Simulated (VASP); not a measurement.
# Sc (Pm-3m) in VASP: a series of runs, part 2 of 2

VASP 6.6.1.

### Step 5. Single point, PBEsol

This run uses another cell than the first one, of 24.87 Å³/atom, 1.861 times its volume.

INCAR

```
PREC = Accurate
ENCUT = 520
EDIFF = 1E-6
ISMEAR = -1
SIGMA = 0.1
LREAL = False
LASPH = True
NELM = 80
ALGO = Normal
ISIF = 2
LWAVE = False
LCHARG = False
GGA = PS
NBANDS = 12
```

KPOINTS

```
regular mesh
0
Gamma
  7 7 7
```

POSCAR

```
Sc
1.0
    2.9190475779      0.0000000000      0.0000000000
    0.0000000000      2.9190475779      0.0000000000
    0.0000000000      0.0000000000      2.9190475779
Sc
1
Direct
    0.0000000000      0.0000000000      0.0000000000
```

Potentials or basis: VASP PAW PBE potentials, release 64 (Sc_sv).

On the command line:

```sh
$ cat potpaw_PBE.64/Sc_sv/POTCAR > POTCAR
$ mpirun -np 1 vasp_std > vasp.out
```

OUTCAR:

```text
PREC = Accurate
   ENCUT = 520
   EDIFF = 1E-6
   ISMEAR = -1
   LREAL = False
   LASPH = True
   NELM = 80
   ISIF = 2
   GGA = PS

 ion  position               nearest neighbor table
   1  0.000  0.000  0.000-

  LATTYP: Found a simple cubic cell.
 ALAT       =     2.9190475779

  Lattice vectors:

 A1 = (   2.9190475779,   0.0000000000,   0.0000000000)
 A2 = (   0.0000000000,   2.9190475779,   0.0000000000)
 A3 = (   0.0000000000,   0.0000000000,   2.9190475779)

Analysis of symmetry for initial positions (statically):
=====================================================================
 Subroutine PRICEL returns:
 Original cell was already a primitive cell.

 Routine SETGRP: Setting up the symmetry group for a
 simple cubic supercell.

 Subroutine GETGRP returns: Found 48 space group operations
 (whereof 48 operations were pure point group operations)
 out of a pool of 48 trial point group operations.

The static configuration has the point symmetry O_h .

[... 157 lines left out ...]
 fundamental gap:      0.0588178502
 Fermi energy:         3.6252870154

 k-point     1 :       0.0000    0.0000    0.0000
  band No.  band energies     occupation
      1     -45.7596      2.00000
      2     -24.1779      2.00000
      3     -24.1779      2.00000
      4     -24.1779      2.00000
      5      -1.4683      2.00000
      6       3.0771      1.99171
      7       3.0771      1.99171
      8       7.6039      0.00000
      9       7.6039      0.00000
     10       7.6039      0.00000
     11      16.2412      0.00000
     12      16.2412      0.00000
[... 271 lines left out ...]
 k-point    20 :       0.4286    0.4286    0.4286
  band No.  band energies     occupation
      1     -45.5474      2.00000
      2     -24.6023      2.00000
      3     -24.5979      2.00000
      4     -24.5979      2.00000
      5       2.9828      1.99676
      6       3.3016      1.92441
      7       3.3016      1.92441
      8       8.0578      0.00000
      9       8.0578      0.00000
     10      10.8486      0.00000
     11      11.7606      0.00000
     12      12.8600      0.00000

------------------------ aborting loop because EDIFF is reached ----------------------------------------

  FORCE on cell =-STRESS in cart. coord.  units (eV):
  Direction    XX          YY          ZZ          XY          YZ          ZX
  --------------------------------------------------------------------------------------
  -------------------------------------------------------------------------------------
  Total        0.0014487      0.0014487      0.0014487     -0.0000000     -0.0000000      0.0000000
  in kB        0.0933169      0.0933169      0.0933169     -0.0000000     -0.0000000      0.0000000
  external PRESSURE =       0.0933169 kB  Pullay stress =       0.0000000 kB

 VOLUME and BASIS-vectors are now :
 -----------------------------------------------------------------------------
  energy-cutoff  :      520.00
  volume of cell :       24.87
      direct lattice vectors                 reciprocal lattice vectors
     2.919047578  0.000000000  0.000000000     0.342577493  0.000000000  0.000000000
     0.000000000  2.919047578  0.000000000     0.000000000  0.342577493  0.000000000
     0.000000000  0.000000000  2.919047578     0.000000000  0.000000000  0.342577493

 POSITION                                       TOTAL-FORCE (eV/Angst)
 -----------------------------------------------------------------------------------
      0.00000      0.00000      0.00000         0.000000      0.000000      0.000000
 -----------------------------------------------------------------------------------
    total drift:                                0.000000      0.000000      0.000000

  FREE ENERGIE OF THE ION-ELECTRON SYSTEM (eV)
  ---------------------------------------------------
  free  energy   TOTEN  =        -5.8793745686 eV

  energy  without entropy=       -5.8028462429  energy(sigma->0) =       -5.84111041
```

OSZICAR:

```text
N       E                     dE             d eps       ncg     rms          rms(c)
DAV:   1     0.775428413048E+02    0.77543E+02   -0.52298E+03   480   0.899E+02
DAV:   2    -0.512356650153E+01   -0.82666E+02   -0.81280E+02   480   0.291E+02
DAV:   3    -0.654355530978E+01   -0.14200E+01   -0.13802E+01   624   0.489E+01
DAV:   4    -0.656788722505E+01   -0.24332E-01   -0.24278E-01   592   0.528E+00
DAV:   5    -0.656832335349E+01   -0.43613E-03   -0.43612E-03   648   0.761E-01    0.547E+00
DAV:   6    -0.594625764099E+01    0.62207E+00   -0.99092E-01   720   0.138E+01    0.142E+00
DAV:   7    -0.588445571047E+01    0.61802E-01   -0.11359E-01   740   0.427E+00    0.476E-01
DAV:   8    -0.587948264465E+01    0.49731E-02   -0.10700E-02   516   0.139E+00    0.124E-01
DAV:   9    -0.587937713835E+01    0.10551E-03   -0.70188E-04   736   0.394E-01    0.303E-02
DAV:  10    -0.587937557761E+01    0.15607E-05   -0.73432E-05   728   0.112E-01    0.664E-03
DAV:  11    -0.587937455036E+01    0.10272E-05   -0.36118E-06   716   0.263E-02    0.129E-03
DAV:  12    -0.587937456860E+01   -0.18240E-07   -0.99699E-08   284   0.277E-03
   1 F= -.58793746E+01 E0= -.58411104E+01  d E =-.765283E-01
```

stdout:

```text
POSCAR found type information on POSCAR Sc
 POSCAR found :  1 types and       1 ions
 scaLAPACK will be used
 -----------------------------------------------------------------------------
|                                                                             |
|                                                                             |
|     You enforced a specific xc type in the INCAR file but a different       |
|     I HOPE YOU KNOW WHAT YOU ARE DOING!                                     |
|                                                                             |
 -----------------------------------------------------------------------------

 LDA part: xc-table for (Slater+PW92), standard interpolation
 POSCAR, INCAR and KPOINTS ok, starting setup
 FFT: planning ... GRIDC
 FFT: planning ... GRID_SOFT
 FFT: planning ... GRID
 WAVECAR not read
 entering main loop
```

Wall time 2.6 s (1 thread of Intel Xeon 6975P-C (Granite Rapids), shared host); peak memory 0.13 GiB.

What came out:

* Free energy: -5.8794 eV
* Pressure: 0.0 GPa

Levels at points of the mesh, in eV from the Fermi level:
```csv
k point,band 3,band 4,band 5,band 6,band 7,band 8,band 9,band 10
"(0.00, 0.00, 0.00)",-27.80,-27.80,-5.09,-0.55,-0.55,3.98,3.98,3.98
```

Caveat: the PAW data sets were made with another functional, which shifts forces and pressure a little.

### Step 6. Overview

| cell | gap on the mesh (eV) | pressure (GPa) |
| --- | --- | --- |
| a = 2.373 Å, 1 atom | none | 61.7 |
| a = 2.464 Å, 1 atom | none | 40.9 |
| a = 2.614 Å, 1 atom | none | 20.3 |
| a = 2.919 Å, 1 atom | none | 0.0 |

Alike in all rows: task single point; level PBEsol; potentials or basis VASP PAW PBE potentials, release 64 (Sc_sv); no spin polarisation; k mesh 7 × 7 × 7; cutoff (eV) 520; smearing fermi-dirac 0.1 eV.

Caveats: some runs use coarse meshes; the PAW data sets were made with another functional, which shifts forces and pressure a little.

Total energies depend on the potentials used, so only differences within one code and one set of settings carry meaning.
